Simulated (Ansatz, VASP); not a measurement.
# Ta4H3: VASP beside Ansatz

The input INCAR:

```
ALGO = Normal
EDIFF = 1E-6
EDIFFG = -0.01
ENCUT = 600
GGA = PE
IBRION = 2
ISIF = 3
ISMEAR = 0
LASPH = T
LCHARG = F
LREAL = F
LWAVE = F
NELM = 60
NSW = 100
PREC = Accurate
SIGMA = 0.1
```

File KPOINTS:

```
k-points
0
Gamma
  6 6 10
```

POSCAR

```
Ta4H3
1.0
    4.8268663480      0.0000000000      0.0000000000
    0.0000000000      4.8268663480      0.0000000000
    0.0000000000      0.0000000000      3.4736564808
Ta H
4 3
Direct
    0.7562472474      0.7562472474      0.2464778730
    0.2437527526      0.2437527526      0.2464778730
    0.7562472474      0.2437527526      0.7535221270
    0.2437527526      0.7562472474      0.7535221270
    0.5000000000      0.0000000000      0.5000000000
    0.0000000000      0.5000000000      0.5000000000
    0.5000000000      0.5000000000      0.0000000000
```

Input for Ansatz:

```yaml
crystal:
  lattice:
    - [4.826866348, 0.0, 0.0]
    - [0.0, 4.826866348, 0.0]
    - [0.0, 0.0, 3.4736564808]
  atoms:
    - { symbol: Ta, position: [0.7562472474, 0.7562472474, 0.246477873] }
    - { symbol: Ta, position: [0.2437527526, 0.2437527526, 0.246477873] }
    - { symbol: Ta, position: [0.7562472474, 0.2437527526, 0.753522127] }
    - { symbol: Ta, position: [0.2437527526, 0.7562472474, 0.753522127] }
    - { symbol: H, position: [0.5, 0.0, 0.5] }
    - { symbol: H, position: [0.0, 0.5, 0.5] }
    - { symbol: H, position: [0.5, 0.5, 0.0] }
basis:
  ecutwfc: 420
kpoints:
  mp_grid: { grid: [6, 6, 10] }
hamiltonian:
  xc: pbe
scf:
  occupations: { method: gaussian, width: 0.1 }
output:
  forces: true
  stress: true
  eigenvalues: true
relax:
  adjacent_minimum: "off"
  f_tol: 0.01
  max_steps: 80
  cell: { stress_tol: 0.05 }
```

Change from the starting cell: built by hand: bcc Ta with zincblende-like H order, one vacancy (P-42m, No. 111).

Alike in both runs: task relaxation of cell and atoms; functional PBE; k mesh 6 × 6 × 10; occupations gaussian, width 0.1 eV; no spin polarisation.

|  | VASP | Ansatz |
| --- | --- | --- |
| version | VASP 6.6.1 | Ansatz 0.2.0 |
| potentials or method | VASP PAW PBE potentials, release 64 (Ta_pv, H), cutoff 600 eV | scalar-relativistic, plane waves, PAW |
| valence electrons in the cell | 47 | 55 |

VASP gave:

| Item | Value |
| --- | --- |
| gap on the k mesh at the Fermi level, each at its own relaxed structure (eV) | none |
| relaxed volume (Å³/atom) | 11.53 |
| relaxed length of the cell vector where the two differ most in proportion (Å) | 3.469 |

What did Ansatz give for the same quantities?

gap on the k mesh at the Fermi level, each at its own relaxed structure (eV): none; relaxed volume (Å³/atom): 11.52; relaxed length of the cell vector where the two differ most in proportion (Å): 3.467.

A gap of «none» marks a metal or a gap that the smearing closes. VASP's potentials hold 47 valence electrons a cell and Ansatz's 55, so a difference there can come from the potentials and not from the codes.

Spin-orbit coupling is off throughout.
